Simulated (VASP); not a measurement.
Input of a VASP 6.6.1 run:

INCAR

```
SYSTEM = Si
PREC     = Accurate       ! precision mode
ENCUT    = 400            ! plane-wave cutoff, eV
EDIFF    = 1E-6           ! SCF threshold, eV
ISMEAR   = 0              ! smearing method
SIGMA    = 0.01           ! smearing width, eV
LREAL    = .False.        ! projectors in reciprocal space
LASPH    = .True.         ! aspherical terms in the spheres
NELM     = 120            ! most SCF steps
ALGO     = Normal         ! electronic algorithm
ISIF     = 2              ! what is computed and relaxed
LWAVE    = .False.        ! write WAVECAR
LCHARG   = .False.        ! write CHGCAR
LDIPOL   = .True.       
IDIPOL   = 3            
DIPOL    = 0.5 0.5 0.500
GGA      = PE             ! functional
NBANDS   = 21             ! bands
GGA_COMPAT= .False.      
NELMDL   = -8
```

KPOINTS

```
Automatic mesh
0
Gamma
  9 9 1
  0 0 0
```

Contents of POSCAR:

```
Si
1.0
    3.8512806267      0.0000000000      0.0000000000
   -1.9256403134      3.3353068599      0.0000000000
    0.0000000000      0.0000000000     22.1661364135
Si
6
Direct
    0.6666666667      0.3333333333      0.3383539585
    0.3333333333      0.6666666667      0.3744952917
    0.3333333333      0.6666666667      0.4819293334
    0.6666666667      0.3333333333      0.5180706666
    0.6666666667      0.3333333333      0.6255047083
    0.3333333333      0.6666666667      0.6616460415
```

Potentials or basis: VASP PAW PBE potentials, release 64 (Si).

Run with:

```sh
$ cat potpaw_PBE.64/Si/POTCAR > POTCAR
$ mpirun -np 1 vasp_std > vasp.out
```

(1) Predict the largest force.

(2) Estimate the band gap on the k mesh.

Results:

(1) 0.579 eV/Å.

(2) zero (bands 12 and 13 overlap by 0.19 eV).
